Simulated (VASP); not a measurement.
# Sr (Fd-3m) in VASP: single point with PBEsol

Aim: the single point of Sr with PBEsol.

Program: VASP 6.6.1. These are calculated values, not measurements. Logs are shortened: lines on timing, memory, paths and dates and some standing lists are left out, and cuts for length are marked.

## (1) The cell of the first run

It takes space group Fd-3m (No. 227, cubic). The conventional cell has a = 9.341 Å, b = 9.341 Å, c = 9.341 Å, α = 90.00°, β = 90.00°, γ = 90.00°. Within 5.3 Å of Sr (site symmetry -43m) lie 4 Sr at 4.04 Å.

## (2) Single point, PBEsol

File INCAR:

```
ALGO = Normal ; EDIFF = 1E-6
ENCUT = 520 ; GGA = PS
ISIF = 2 ; ISMEAR = -1
LASPH = T ; LCHARG = F
LREAL = F ; LWAVE = F
NBANDS = 17 ; NELM = 80
PREC = Accurate ; SIGMA = 0.13605693000000002
```

File KPOINTS:

```
k-points
0
Gamma
  8 8 8
```

File POSCAR:

```
Sr
1.0
    0.0000000000      4.6706026884      4.6706026884
    4.6706026884      0.0000000000      4.6706026884
    4.6706026884      4.6706026884      0.0000000000
Sr
2
Direct
    0.0000000000      0.0000000000      0.0000000000
    0.2500000000      0.2500000000      0.2500000000
```

Potentials or basis: VASP PAW PBE potentials, release 64 (Sr_sv).

The run is started by

```sh
$ cat potpaw_PBE.64/Sr_sv/POTCAR > POTCAR
$ mpirun -np 1 vasp_std > vasp.out
```

OUTCAR:

```text
EDIFF = 1E-6
   ENCUT = 520
   GGA = PS
   ISIF = 2
   ISMEAR = -1
   LASPH = T
   LREAL = F
   NELM = 80
   PREC = Accurate

 ion  position               nearest neighbor table
   1  0.000  0.000  0.000-   2 4.04   2 4.04   2 4.04   2 4.04
   2  0.250  0.250  0.250-   1 4.04   1 4.04   1 4.04   1 4.04

  LATTYP: Found a face centered cubic cell.
 ALAT       =     9.3412053768

  Lattice vectors:

 A1 = (   0.0000000000,   4.6706026884,   4.6706026884)
 A2 = (   4.6706026884,   0.0000000000,   4.6706026884)
 A3 = (   4.6706026884,   4.6706026884,   0.0000000000)

Analysis of symmetry for initial positions (statically):
=====================================================================
 Subroutine PRICEL returns:
 Original cell was already a primitive cell.

 Routine SETGRP: Setting up the symmetry group for a
 face centered cubic supercell.

 Subroutine GETGRP returns: Found 48 space group operations
 (whereof 24 operations were pure point group operations)
 out of a pool of 48 trial point group operations.

The static configuration has the point symmetry T_d .
 The point group associated with its full space group is O_h .

Analysis of symmetry for dynamics (positions and initial velocities):
=====================================================================
 Subroutine PRICEL returns:
 Original cell was already a primitive cell.

 Routine SETGRP: Setting up the symmetry group for a
 face centered cubic supercell.

 Subroutine GETGRP returns: Found 48 space group operations
 (whereof 24 operations were pure point group operations)
 out of a pool of 48 trial point group operations.

The dynamic configuration has the point symmetry T_d .
 The point group associated with its full space group is O_h .

 Subroutine INISYM returns: Found 48 space group operations
 (whereof 24 operations are pure point group operations),
 and found     1 'primitive' translations

----------------------------------------------------------------------------------------

                                     Primitive cell

  volume of cell :     203.7740

  direct lattice vectors                    reciprocal lattice vectors
     0.000000000  4.670602688  4.670602688    -0.107052565  0.107052565  0.107052565
     4.670602688  0.000000000  4.670602688     0.107052565 -0.107052565  0.107052565
     4.670602688  4.670602688  0.000000000     0.107052565  0.107052565 -0.107052565

  length of vectors
     6.605229666  6.605229666  6.605229666     0.185420482  0.185420482  0.185420482

  position of ions in fractional coordinates (direct lattice)
     0.000000000  0.000000000  0.000000000
     0.250000000  0.250000000  0.250000000

  ion indices of the primitive-cell ions
   primitive index   ion index
                 1           1
                 2           2

----------------------------------------------------------------------------------------

 KPOINTS: k-points

Automatic generation of k-mesh.
 Grid dimensions read from file:
 generate k-points for:    8    8    8

 Generating k-lattice:

  Cartesian coordinates                     Fractional coordinates (reciprocal lattice)
    -0.013381571  0.013381571  0.013381571     0.125000000  0.000000000  0.000000000
     0.013381571 -0.013381571  0.013381571     0.000000000  0.125000000  0.000000000
     0.013381571  0.013381571 -0.013381571     0.000000000  0.000000000  0.125000000

  Length of vectors
     0.023177560  0.023177560  0.023177560

  Shift w.r.t. Gamma in fractional coordinates (k-lattice)
     0.000000000  0.000000000  0.000000000

 Subroutine IBZKPT returns following result:
 ===========================================

 Found     29 irreducible k-points:

 Following reciprocal coordinates:
            Coordinates               Weight
  0.000000  0.000000  0.000000      1.000000
  0.125000  0.000000  0.000000      8.000000
  0.250000  0.000000  0.000000      8.000000
  0.375000  0.000000  0.000000      8.000000
  0.500000  0.000000  0.000000      4.000000
  0.125000  0.125000  0.000000      6.000000
[... 16 lines left out ...]
  0.500000  0.250000  0.125000     48.000000
 -0.375000  0.250000  0.125000     24.000000
 [... further k-points ...]
   k-points           NKPTS =     29   k-points in BZ     NKDIM =     29   number of bands    NBANDS=     17
   number of dos      NEDOS =    301   number of ions     NIONS =      2
   total plane-waves  NPLWV = 125000
   dimension x,y,z NGX =    50 NGY =   50 NGZ =   50
   dimension x,y,z NGXF=   100 NGYF=  100 NGZF=  100
   ions per type =               2
   NGX,Y,Z   is equivalent  to a cutoff of  12.58, 12.58, 12.58 a.u.
   NGXF,Y,Z  is equivalent  to a cutoff of  25.17, 25.17, 25.17 a.u.
 SYSTEM =  unknown system
   PREC   = accura    normal or accurate (medium, high low for compatibility)
   ISTART =      0    job   : 0-new  1-cont  2-samecut
   ICHARG =      2    charge: 1-file 2-atom 10-const
   ISPIN  =      1    spin polarized calculation?
   LNONCOLLINEAR =      F non collinear calculations
   LSORBIT =      F    spin-orbit coupling
   LASPH  =      T    aspherical Exc in radial PAW
   ENCUT  =  520.0 eV  38.22 Ry    6.18 a.u.  12.28 12.28 12.28*2*pi/ulx,y,z
   NELM   =     80;   NELMIN=  2; NELMDL= -5     # of ELM steps
   EDIFF  = 0.1E-05   stopping-criterion for ELM
   LREAL  =      F    real-space projection
   EDIFFG = 0.1E-04   stopping-criterion for IOM
   NSW    =      0    number of steps for IOM
   IBRION =     -1    ionic relax: 0-MD 1-quasi-New 2-CG
   NFREE  =      0    steps in history (QN), initial steepest desc. (CG)
   ISIF   =      2    stress and relaxation
   ISYM   =      2    0-nonsym 1-usesym 2-fastsym
   POTIM  = 0.5000    time-step for ionic-motion
   TEBEG  =    0.0;   TEEND  =   0.0 temperature during run
   PSTRESS=    0.0 pullay stress
   NELECT =      20.0000    total number of electrons
   NUPDOWN=      -1.0000    fix difference up-down
   EMIN   =  10.00;   EMAX   =-10.00  energy-range for DOS
   EFERMI =   0.00;   METHOD = LEGACY
   ISMEAR =    -1;   SIGMA  =   0.14  broadening in eV -4-tet -1-fermi 0-gaus
   EFERMI_NEDOS =   21; number of points for ismear=-14 and -15
   IALGO  =     38    algorithm
   IMIX   =      4    mixing-type and parameters
     AMIX     =   0.40;   BMIX     =  1.00
     AMIX_MAG =   1.60;   BMIX_MAG =  1.00
  volume/ion in A,a.u.               =     101.89       687.57
  Fermi-wavevector in a.u.,A,eV,Ry     =   0.755153  1.427033  7.758815  0.570257
  Thomas-Fermi vector in A             =   1.852983
   LORBIT       =      0    0 simple, 1 ext, 2 COOP (PROOUT), +10 PAW based schemes
   GGA     = PS    functional components
   LHFCALC =     F    Hartree Fock is set to
   AEXX    =    0.0000 exact exchange contribution
   IVDW    =     0    specifies the selected vdW correction
   LEPSILON=     F    determine dielectric tensor
   LRPA    =     F    only Hartree local field effects (RPA)
 non-spin polarized calculation
  energy-cutoff  :      520.00
  volume of cell :      203.77
 maximum number of plane-waves:      5577
 NGX is ok and might be reduce to    50
   NGX = 25   NGY = 25   NGZ = 25

 number of electron      20.0000000 magnetization

 Free energy of the ion-electron system (eV)
  ---------------------------------------------------
  ext. energy  EPLUGINS =         0.00000000
  ---------------------------------------------------
  free energy    TOTEN  =        -1.71547022 eV

  energy without entropy =       -1.50245864  energy(sigma->0) =       -1.60896443

 E-fermi :  -0.2817     XC(G=0):  -5.5951

 val. band max:       -0.2874837939   @ k =  -0.2500   0.3750   0.1250
 cond. band min:      -0.2674175579   @ k =  -0.3750   0.3750   0.1250
 fundamental gap:      0.0200662360
 Fermi energy:        -0.2817479361

 k-point     1 :       0.0000    0.0000    0.0000
  band No.  band energies     occupation
      1     -37.7339      2.00000
      2     -37.7152      2.00000
      3     -19.7401      2.00000
      4     -19.7401      2.00000
      5     -19.7401      2.00000
      6     -19.6499      2.00000
[... 9 lines left out ...]
     16       1.2126      0.00003
     17       1.2126      0.00003

 k-point     2 :       0.1250    0.0000    0.0000
  band No.  band energies     occupation
      1     -37.7334      2.00000
      2     -37.7157      2.00000
      3     -19.7414      2.00000
      4     -19.7414      2.00000
      5     -19.7393      2.00000
      6     -19.6508      2.00000
[... 9 lines left out ...]
     16       1.2227      0.00003
     17       1.2227      0.00003

 k-point     3 :       0.2500    0.0000    0.0000
  band No.  band energies     occupation
      1     -37.7319      2.00000
      2     -37.7172      2.00000
      3     -19.7444      2.00000
      4     -19.7444      2.00000
      5     -19.7375      2.00000
      6     -19.6531      2.00000
[... 9 lines left out ...]
     16       1.2943      0.00002
     17       1.2943      0.00002

 k-point     4 :       0.3750    0.0000    0.0000
  band No.  band energies     occupation
      1     -37.7302      2.00000
      2     -37.7189      2.00000
      3     -19.7473      2.00000
      4     -19.7473      2.00000
      5     -19.7357      2.00000
      6     -19.6554      2.00000
[... 9 lines left out ...]
     16       1.4576      0.00001
     17       1.4576      0.00001
[... 343 lines left out ...]
      1     -37.7307      2.00000
      2     -37.7184      2.00000
      3     -19.7510      2.00000
      4     -19.7479      2.00000
      5     -19.7279      2.00000
      6     -19.6629      2.00000
[... 9 lines left out ...]
     16       1.2606      0.00002
     17       1.4079      0.00001

 k-point    23 :       0.5000    0.2500    0.1250
  band No.  band energies     occupation
      1     -37.7289      2.00000
      2     -37.7202      2.00000
      3     -19.7546      2.00000
      4     -19.7504      2.00000
      5     -19.7220      2.00000
      6     -19.6690      2.00000
[... 9 lines left out ...]
     16       1.3632      0.00001
     17       1.6738      0.00000

 k-point    24 :      -0.3750    0.2500    0.1250
  band No.  band energies     occupation
      1     -37.7279      2.00000
      2     -37.7212      2.00000
      3     -19.7558      2.00000
      4     -19.7516      2.00000
      5     -19.7192      2.00000
      6     -19.6719      2.00000
[... 9 lines left out ...]
     16       1.4746      0.00000
     17       1.7579      0.00000

 [... further k-points ...]

------------------------ aborting loop because EDIFF is reached ----------------------------------------

  FORCE on cell =-STRESS in cart. coord.  units (eV):
  Direction    XX          YY          ZZ          XY          YZ          ZX
  --------------------------------------------------------------------------------------
  -------------------------------------------------------------------------------------
  Total       -0.0084033     -0.0084033     -0.0084033      0.0000000      0.0000000      0.0000000
  in kB       -0.0660710     -0.0660710     -0.0660710      0.0000000      0.0000000      0.0000000
  external PRESSURE =      -0.0660710 kB  Pullay stress =       0.0000000 kB

 VOLUME and BASIS-vectors are now :
 -----------------------------------------------------------------------------
  energy-cutoff  :      520.00
  volume of cell :      203.77
      direct lattice vectors                 reciprocal lattice vectors
     0.000000000  4.670602688  4.670602688    -0.107052565  0.107052565  0.107052565
     4.670602688  0.000000000  4.670602688     0.107052565 -0.107052565  0.107052565
     4.670602688  4.670602688  0.000000000     0.107052565  0.107052565 -0.107052565

 POSITION                                       TOTAL-FORCE (eV/Angst)
 -----------------------------------------------------------------------------------
      0.00000      0.00000      0.00000        -0.000000     -0.000000     -0.000000
      2.33530      2.33530      2.33530         0.000000      0.000000      0.000000
 -----------------------------------------------------------------------------------
    total drift:                               -0.000000      0.000000      0.000000

  FREE ENERGIE OF THE ION-ELECTRON SYSTEM (eV)
  ---------------------------------------------------
  free  energy   TOTEN  =        -1.7154702161 eV

  energy  without entropy=       -1.5024586423  energy(sigma->0) =       -1.60896443
```

Run time: 91 s. Hardware: 1 thread of AMD EPYC 7R13 (Zen 3), shared host; peak memory 0.34 GiB.

Results:

* Free energy: -1.7155 eV
* Pressure: 0.0 GPa
* Band gap on the k mesh: zero (band 10 reaches 0.45 eV, above the bottom of band 11 at -0.35 eV)

Levels at points of the mesh, in eV from the Fermi level:
```
           k point  band 7  band 8  band 9  band 10  band 11  band 12  band 13  band 14
(0.00, 0.00, 0.00)  -19.37  -19.37   -2.71     0.73     0.73     0.73     0.92     0.92
(0.50, 0.00, 0.00)  -19.36  -19.36   -1.75    -0.69     0.71     0.76     0.76     0.93
(0.50, 0.50, 0.00)  -19.35  -19.35   -0.98    -0.98     0.19     0.19     0.92     0.92
```

Caveat: the PAW data sets were made with another functional, which shifts forces and pressure a little.
